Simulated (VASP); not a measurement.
A run of VASP 6.6.1:

INCAR

```
SYSTEM = Eu
PREC     = Accurate       ! precision mode
ENCUT    = 520            ! plane-wave cutoff, eV
EDIFF    = 1E-6           ! SCF threshold, eV
ISMEAR   = -1             ! smearing method
SIGMA    = 0.05           ! smearing width, eV
LREAL    = .FALSE.        ! projectors in reciprocal space
LASPH    = .TRUE.         ! aspherical terms in the spheres
NELM     = 150            ! most SCF steps
ALGO     = Normal         ! electronic algorithm
ISIF     = 2              ! what is computed and relaxed
LWAVE    = .FALSE.        ! write WAVECAR
LCHARG   = .TRUE.         ! write CHGCAR
ISPIN    = 2              ! spin polarisation
MAGMOM   = 7              ! initial moments
LORBIT   = 11             ! projections on sites
LMAXMIX  = 6              ! l up to which the mixer works
GGA      = PE             ! functional
LELF     = .TRUE.         ! ELF
LVHAR    = .TRUE.       
NBANDS   = 18             ! bands
```

KPOINTS

```
regular mesh
0
G
  10 10 10
  0 0 0
```

POSCAR

```
Eu
1.0
   -2.2398720668      2.2398720668      2.2398720668
    2.2398720668     -2.2398720668      2.2398720668
    2.2398720668      2.2398720668     -2.2398720668
Eu
1
Direct
    0.0000000000      0.0000000000      0.0000000000
```

Potentials or basis: VASP PAW PBE potentials, release 64 (Eu).

Launch:

```bash
$ cat potpaw_PBE.64/Eu/POTCAR > POTCAR
$ mpirun -np 1 vasp_std > vasp.out
```

Hardware: 1 thread of AMD EPYC 9R45 96-Core Processor (Zen 5), on a shared host.

Problem. How long does it take, and how much memory?

Solution. Wall time 70 s on 1 thread of AMD EPYC 9R45 96-Core Processor (Zen 5), with other jobs on the host, peak memory 0.21 GiB. Counts: scf iterations 16, k points 47.
